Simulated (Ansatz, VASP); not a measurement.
# One calculation of TiO2, two programs

```
Ti O
1.0
    -3.77067    0.00000    0.00000
     0.00000   -3.77067    0.00000
     0.00000   -1.13120    9.54634
Ti O
4 8
Direct
  0.00000 0.73750 0.87500
  0.50000 0.38750 0.37500
  0.50000 0.81250 0.62500
  0.00000 0.46250 0.12500
  0.50000 0.32521 0.58262
  0.00000 0.97521 0.08262
  0.50000 0.75021 0.83262
  0.00000 0.40021 0.33262
  0.50000 0.87479 0.41738
  0.00000 0.22479 0.91738
  0.00000 0.79979 0.66738
  0.50000 0.44979 0.16738
```

Alike in both runs: task single point; functional PBEsol; k mesh 7 × 7 × 3; occupations gaussian, width 0.05 eV; no spin polarisation.

```csv
,VASP,Ansatz
version,VASP 6.6.1,Ansatz 0.2.0
potentials or method,"VASP PAW PBE potentials, release 64 (Ti_sv, O), cutoff 520 eV","scalar-relativistic, plane waves, PAW"
valence electrons in the cell,96,96
```

VASP gave:

| Item | Value |
| --- | --- |
| gap on the k mesh at the Fermi level (eV) | 0.05 |
| least direct gap on the mesh (eV) | 0.09 |
| pressure (GPa) | 3.4 |
| traceless stress, the component that is largest in VASP (GPa) | 11.39 |
| rms of the force components (eV/Å) | 1.806 |

Q: What did Ansatz give for the same quantities?

A: gap on the k mesh at the Fermi level (eV): 0.06; least direct gap on the mesh (eV): 0.10; pressure (GPa): 2.8; traceless stress, the component that is largest in VASP (GPa): 11.51; rms of the force components (eV/Å): 1.819.

VASP's potentials were made for PBE, not for PBEsol. The functional is the same, so the differences come from potentials, cutoffs and numerics.
